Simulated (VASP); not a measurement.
# InP in VASP: single point with LDA

Aim: the single point of InP with LDA.

Everything below comes from runs of VASP 6.6.1. Logs are shortened: lines on timing, memory, paths and dates and some standing lists are left out, and cuts for length are marked.

## Step 1: The cell of the first run

The cell holds a slab with vacuum, 14 atoms: a = 4.120 Å, b = 5.827 Å, c = 27.361 Å, α = 90.00°, β = 90.00°, γ = 90.00°.

## Step 2: Single point, LDA

Input file INCAR:

```
PREC     = Accurate       # precision mode
ENCUT    = 520            # plane-wave cutoff, eV
EDIFF    = 1E-6           # SCF threshold, eV
ISMEAR   = 0              # smearing method
SIGMA    = 0.05           # smearing width, eV
LREAL    = False          # projectors in reciprocal space
LASPH    = True           # aspherical terms in the spheres
NELM     = 60             # most SCF steps
ALGO     = Normal         # electronic algorithm
ISIF     = 2              # what is computed and relaxed
LWAVE    = False          # write WAVECAR
LCHARG   = False          # write CHGCAR
LDIPOL   = True         
IDIPOL   = 3            
DIPOL    = 0.5 0.5 0.500
GGA      = CA             # functional
NBANDS   = 76             # bands
KPAR     = 4
```

Input file KPOINTS:

```
regular mesh
0
Gamma
  9 6 1
```

Input file POSCAR:

```
InP
1.0
    4.1203779463      0.0000000000      0.0000000000
    0.0000000000      5.8270943737      0.0000000000
    0.0000000000      0.0000000000     27.3611338388
In P
7 7
Direct
    0.5000000000      0.5000000000      0.2741114474
    0.0000000000      0.0000000000      0.3494076316
    0.5000000000      0.5000000000      0.4247038158
    0.0000000000      0.0000000000      0.5000000000
    0.5000000000      0.5000000000      0.5752961842
    0.0000000000      0.0000000000      0.6505923684
    0.5000000000      0.5000000000      0.7258885526
    0.0000000000      0.7500000000      0.2741114474
    0.5000000000      0.2500000000      0.3494076316
    0.0000000000      0.7500000000      0.4247038158
    0.5000000000      0.2500000000      0.5000000000
    0.0000000000      0.7500000000      0.5752961842
    0.5000000000      0.2500000000      0.6505923684
    0.0000000000      0.7500000000      0.7258885526
```

Potentials or basis: VASP PAW LDA potentials, release 64 (In_d, P).

Launch:

```
> cat potpaw_LDA.64/In_d/POTCAR potpaw_LDA.64/P/POTCAR > POTCAR
> mpirun -np 4 vasp_std > vasp.out
```

OUTCAR:

```text
PREC = Accurate
   ENCUT = 520
   EDIFF = 1E-6
   ISMEAR = 0
   LREAL = False
   LASPH = True
   NELM = 60
   ISIF = 2
   GGA = CA

 ion  position               nearest neighbor table
   1  0.500  0.500  0.274-   8 2.52   8 2.52   9 2.52
   2  0.000  0.000  0.349-   9 2.52   9 2.52  10 2.52   8 2.52
   3  0.500  0.500  0.425-  10 2.52  10 2.52  11 2.52   9 2.52
   4  0.000  0.000  0.500-  11 2.52  11 2.52  12 2.52  10 2.52
   5  0.500  0.500  0.575-  12 2.52  12 2.52  13 2.52  11 2.52
   6  0.000  0.000  0.651-  13 2.52  13 2.52  14 2.52  12 2.52
   7  0.500  0.500  0.726-  14 2.52  14 2.52  13 2.52
   8  0.000  0.750  0.274-   1 2.52   1 2.52   2 2.52
   9  0.500  0.250  0.349-   2 2.52   2 2.52   3 2.52   1 2.52
  10  0.000  0.750  0.425-   3 2.52   3 2.52   4 2.52   2 2.52
  11  0.500  0.250  0.500-   4 2.52   4 2.52   5 2.52   3 2.52
  12  0.000  0.750  0.575-   5 2.52   5 2.52   6 2.52   4 2.52
  13  0.500  0.250  0.651-   6 2.52   6 2.52   7 2.52   5 2.52
  14  0.000  0.750  0.726-   7 2.52   7 2.52   6 2.52

  LATTYP: Found a simple orthorhombic cell.
 ALAT       =     4.1203779463
 B/A-ratio  =     1.4142135624
 C/A-ratio  =     6.6404427447

  Lattice vectors:

 A1 = (   4.1203779463,   0.0000000000,   0.0000000000)
 A2 = (   0.0000000000,   5.8270943737,   0.0000000000)
 A3 = (   0.0000000000,   0.0000000000,  27.3611338388)

Analysis of symmetry for initial positions (statically):
=====================================================================
 Subroutine PRICEL returns:
 Original cell was already a primitive cell.

 Routine SETGRP: Setting up the symmetry group for a
 simple orthorhombic supercell.

 Subroutine GETGRP returns: Found  4 space group operations
 (whereof  4 operations were pure point group operations)
 out of a pool of  8 trial point group operations.

The static configuration has the point symmetry C_2v.

Analysis of symmetry for dynamics (positions and initial velocities):
=====================================================================
 Subroutine PRICEL returns:
 Original cell was already a primitive cell.

 Routine SETGRP: Setting up the symmetry group for a
 simple orthorhombic supercell.

 Subroutine GETGRP returns: Found  4 space group operations
 (whereof  4 operations were pure point group operations)
 out of a pool of  8 trial point group operations.

The dynamic configuration has the point symmetry C_2v.

 Subroutine INISYM returns: Found  4 space group operations
 (whereof  4 operations are pure point group operations),
 and found     1 'primitive' translations

----------------------------------------------------------------------------------------

                                     Primitive cell

  volume of cell :     656.9362

  direct lattice vectors                    reciprocal lattice vectors
     4.120377946  0.000000000  0.000000000     0.242696183  0.000000000  0.000000000
     0.000000000  5.827094374  0.000000000     0.000000000  0.171612117  0.000000000
     0.000000000  0.000000000 27.361133839     0.000000000  0.000000000  0.036548193

  length of vectors
     4.120377946  5.827094374 27.361133839     0.242696183  0.171612117  0.036548193

  position of ions in fractional coordinates (direct lattice)
     0.500000000  0.500000000  0.274111447
     0.000000000  0.000000000  0.349407632
     0.500000000  0.500000000  0.424703816
     0.000000000  0.000000000  0.500000000
     0.500000000  0.500000000  0.575296184
     0.000000000  0.000000000  0.650592368
     0.500000000  0.500000000  0.725888553
     0.000000000  0.750000000  0.274111447
     0.500000000  0.250000000  0.349407632
     0.000000000  0.750000000  0.424703816
     0.500000000  0.250000000  0.500000000
     0.000000000  0.750000000  0.575296184
     0.500000000  0.250000000  0.650592368
     0.000000000  0.750000000  0.725888553

  ion indices of the primitive-cell ions
   primitive index   ion index
                 1           1
                 2           2
                 3           3
                 4           4
                 5           5
                 6           6
[... 23 lines left out ...]

  Length of vectors
     0.026966243  0.028602019  0.036548193

  Shift w.r.t. Gamma in fractional coordinates (k-lattice)
     0.000000000  0.000000000  0.000000000

 Subroutine IBZKPT returns following result:
 ===========================================

 Found     20 irreducible k-points:

 Following reciprocal coordinates:
            Coordinates               Weight
  0.000000  0.000000  0.000000      1.000000
  0.111111  0.000000  0.000000      2.000000
  0.222222  0.000000  0.000000      2.000000
  0.333333  0.000000  0.000000      2.000000
  0.444444  0.000000  0.000000      2.000000
  0.000000  0.166667  0.000000      2.000000
[... 12 lines left out ...]
  0.333333  0.500000  0.000000      2.000000
  0.444444  0.500000  0.000000      2.000000
   k-points           NKPTS =     20   k-points in BZ     NKDIM =     20   number of bands    NBANDS=     76
   number of dos      NEDOS =    301   number of ions     NIONS =     14
   total plane-waves  NPLWV = 322560
   dimension x,y,z NGX =    32 NGY =   48 NGZ =  210
   dimension x,y,z NGXF=    64 NGYF=   96 NGZF=  420
   ions per type =               7   7
   NGX,Y,Z   is equivalent  to a cutoff of  12.91, 13.69, 12.76 a.u.
   NGXF,Y,Z  is equivalent  to a cutoff of  25.82, 27.39, 25.52 a.u.
 SYSTEM =  unknown system
   PREC   = accura    normal or accurate (medium, high low for compatibility)
   ISTART =      0    job   : 0-new  1-cont  2-samecut
   ICHARG =      2    charge: 1-file 2-atom 10-const
   ISPIN  =      1    spin polarized calculation?
   LNONCOLLINEAR =      F non collinear calculations
   LSORBIT =      F    spin-orbit coupling
   LASPH  =      T    aspherical Exc in radial PAW
   ENCUT  =  520.0 eV  38.22 Ry    6.18 a.u.   7.66 10.83 50.87*2*pi/ulx,y,z
   NELM   =     60;   NELMIN=  2; NELMDL= -5     # of ELM steps
   EDIFF  = 0.1E-05   stopping-criterion for ELM
   LREAL  =      F    real-space projection
   EDIFFG = 0.1E-04   stopping-criterion for IOM
   NSW    =      0    number of steps for IOM
   IBRION =     -1    ionic relax: 0-MD 1-quasi-New 2-CG
   NFREE  =      0    steps in history (QN), initial steepest desc. (CG)
   ISIF   =      2    stress and relaxation
   ISYM   =      2    0-nonsym 1-usesym 2-fastsym
   POTIM  = 0.5000    time-step for ionic-motion
   TEBEG  =    0.0;   TEEND  =   0.0 temperature during run
   PSTRESS=    0.0 pullay stress
   NELECT =     126.0000    total number of electrons
   NUPDOWN=      -1.0000    fix difference up-down
   EMIN   =  10.00;   EMAX   =-10.00  energy-range for DOS
   EFERMI =   0.00;   METHOD = LEGACY
   ISMEAR =     0;   SIGMA  =   0.05  broadening in eV -4-tet -1-fermi 0-gaus
   EFERMI_NEDOS =   21; number of points for ismear=-14 and -15
   IALGO  =     38    algorithm
   IMIX   =      4    mixing-type and parameters
     AMIX     =   0.40;   BMIX     =  1.00
     AMIX_MAG =   1.60;   BMIX_MAG =  1.00
  volume/ion in A,a.u.               =      46.92       316.66
  Fermi-wavevector in a.u.,A,eV,Ry     =   0.944113  1.784115 12.127543  0.891349
  Thomas-Fermi vector in A             =   2.071886
   LORBIT       =      0    0 simple, 1 ext, 2 COOP (PROOUT), +10 PAW based schemes
   GGA     = CA    functional components
   LHFCALC =     F    Hartree Fock is set to
   AEXX    =    0.0000 exact exchange contribution
   IVDW    =     0    specifies the selected vdW correction
   LEPSILON=     F    determine dielectric tensor
   LRPA    =     F    only Hartree local field effects (RPA)
 non-spin polarized calculation
 Gauss-broadening in eV      SIGMA  =   0.05
  energy-cutoff  :      520.00
  volume of cell :      656.94
 maximum number of plane-waves:     17731
 NGX is ok and might be reduce to    32
   NGX = 15   NGY = 21   NGZ =101

 dipolmoment           0.000000      0.000000      0.000000 electrons x Angstroem

 number of electron     125.9999965 magnetization

 dipolmoment           0.000000      0.000000     -0.000000 electrons x Angstroem

 Free energy of the ion-electron system (eV)
  ---------------------------------------------------
  ext. energy  EPLUGINS =         0.00000000
  ---------------------------------------------------
  free energy    TOTEN  =       -64.10935027 eV

  energy without entropy =      -64.10935025  energy(sigma->0) =      -64.10935026

 E-fermi :   0.5643     XC(G=0):  -5.6866

 val. band max:        0.3921900780   @ k =   0.0000   0.1667   0.0000
 cond. band min:       0.7298564920   @ k =   0.0000   0.0000   0.0000
 fundamental gap:      0.3376664141
 Fermi energy:         0.5643015434

 k-point     1 :       0.0000    0.0000    0.0000
  band No.  band energies     occupation
      1     -14.0933      2.00000
      2     -14.0742      2.00000
      3     -14.0586      2.00000
      4     -13.9974      2.00000
      5     -13.9855      2.00000
      6     -13.9788      2.00000
[... 1549 lines left out ...]
     74       4.7668      0.00000
     75       4.8673      0.00000
 [bands above 75 left out]

------------------------ aborting loop because EDIFF is reached ----------------------------------------

 vacuum level on the upper side and lower side of the slab       (xc-potential included)        -0.143        -0.143

  FORCE on cell =-STRESS in cart. coord.  units (eV):
  Direction    XX          YY          ZZ          XY          YZ          ZX
  --------------------------------------------------------------------------------------
  -------------------------------------------------------------------------------------
  Total       -2.6891322     -2.9949308      0.7098628      0.0000000      0.0000000      0.0000000
  in kB       -6.5584247     -7.3042255      1.7312581      0.0000000      0.0000000      0.0000000
  external PRESSURE =      -4.0437974 kB  Pullay stress =       0.0000000 kB

 VOLUME and BASIS-vectors are now :
 -----------------------------------------------------------------------------
  energy-cutoff  :      520.00
  volume of cell :      656.94
      direct lattice vectors                 reciprocal lattice vectors
     4.120377946  0.000000000  0.000000000     0.242696183  0.000000000  0.000000000
     0.000000000  5.827094374  0.000000000     0.000000000  0.171612117  0.000000000
     0.000000000  0.000000000 27.361133839     0.000000000  0.000000000  0.036548193

 POSITION                                       TOTAL-FORCE (eV/Angst)
 -----------------------------------------------------------------------------------
      2.06019      2.91355      7.50000        -0.000000      1.100303      1.134665
      0.00000      0.00000      9.56019         0.000000     -0.326064      0.099238
      2.06019      2.91355     11.62038        -0.000000      0.270267      0.076778
      0.00000      0.00000     13.68057         0.000000     -0.143905      0.000000
      2.06019      2.91355     15.74076        -0.000000      0.270267     -0.076778
      0.00000      0.00000     17.80094         0.000000     -0.326064     -0.099238
      2.06019      2.91355     19.86113        -0.000000      1.100303     -1.134665
      0.00000      4.37032      7.50000         0.000000     -0.323106     -1.099424
      2.06019      1.45677      9.56019         0.000000     -0.557202     -0.337250
      0.00000      4.37032     11.62038         0.000000     -0.040231      0.096486
      2.06019      1.45677     13.68057         0.000000     -0.104030      0.000000
      0.00000      4.37032     15.74076         0.000000     -0.040231     -0.096486
      2.06019      1.45677     17.80094         0.000000     -0.557202      0.337250
      0.00000      4.37032     19.86113         0.000000     -0.323106      1.099424
 -----------------------------------------------------------------------------------
    total drift:                                0.000000     -0.000682     -0.000000

  FREE ENERGIE OF THE ION-ELECTRON SYSTEM (eV)
  ---------------------------------------------------
  free  energy   TOTEN  =       -64.1093502696 eV

  energy  without entropy=      -64.1093502510  energy(sigma->0) =      -64.10935026

 vacuum level on the upper side and lower side of the slab         5.245         5.245
```

Wall time 11 min (4 MPI ranks of Intel Xeon Platinum 8375C at 2.90GHz (Ice Lake), shared host); peak memory 0.93 GiB.

Results:

* Free energy: -64.1094 eV
* Largest force: 1.581 eV/Å
* Band gap on the k mesh: 0.34 eV (least direct gap 0.38 eV)

Forces on the atoms (eV/Å):
```
In   0.000  1.100  1.135
In   0.000 -0.326  0.099
In   0.000  0.270  0.077
In   0.000 -0.144  0.000
In   0.000  0.270 -0.077
In   0.000 -0.326 -0.099
In   0.000  1.100 -1.135
P    0.000 -0.323 -1.099
P    0.000 -0.557 -0.337
P    0.000 -0.040  0.096
P    0.000 -0.104  0.000
P    0.000 -0.040 -0.096
P    0.000 -0.557  0.337
P    0.000 -0.323  1.099
```

Levels at points of the mesh, in eV from the valence-band top:
```csv
k point,band 61,band 62,band 63,band 64,band 65,band 66
"(0.00, 0.00, 0.00)",-0.13,-0.05,-0.04,0.34,1.01,1.84
"(0.00, 0.50, 0.00)",-0.71,-0.34,-0.26,0.67,0.76,1.74
```

Caveat: semilocal functionals underestimate gaps, and a narrow one can read as zero; spin-orbit coupling is left out, which moves the levels of the heavy elements.
